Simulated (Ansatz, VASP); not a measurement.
**Two plane-wave programs on BN**

```
CELL_PARAMETERS angstrom
2.55394 0.00000 0.00000
-1.27697 2.21178 0.00000
0.00000 0.00000 4.22685
ATOMIC_POSITIONS crystal
B 0.72015 0.37249 0.02021
B 0.38682 0.70582 0.52021
N 0.66667 0.33333 0.62528
N 0.33333 0.66667 0.12528
```

Change from the starting cell: all B atoms moved +0.150 Å, as atom 1 along Cartesian [1 1 1].

Alike in both runs: task single point; functional PBE; k mesh 12 × 12 × 6; occupations gaussian, width 0.05 eV; no spin polarisation.

|  | VASP | Ansatz |
| --- | --- | --- |
| version | VASP 6.6.1 | Ansatz 0.2.0 |
| potentials or method | VASP PAW PBE potentials, release 64 (B, N), cutoff 520 eV | scalar-relativistic, plane waves, PAW |
| valence electrons in the cell | 16 | 16 |

VASP gave:

```
gap on the k mesh at the Fermi level (eV)                     : 5.17
least direct gap on the mesh (eV)                             : 7.08
pressure (GPa)                                                : 8.1
traceless stress, the component that is largest in VASP (GPa) : 3.54
rms of the force components (eV/Å)                            : 2.327
```

Problem. Estimate Ansatz's values.

Solution. gap on the k mesh at the Fermi level (eV): 5.18; least direct gap on the mesh (eV): 7.08; pressure (GPa): 8.0; traceless stress, the component that is largest in VASP (GPa): 3.48; rms of the force components (eV/Å): 2.319.

Atom by atom the forces differ by 0.008 eV/Å (rms over components). The functional is the same, so the differences come from potentials, cutoffs and numerics.
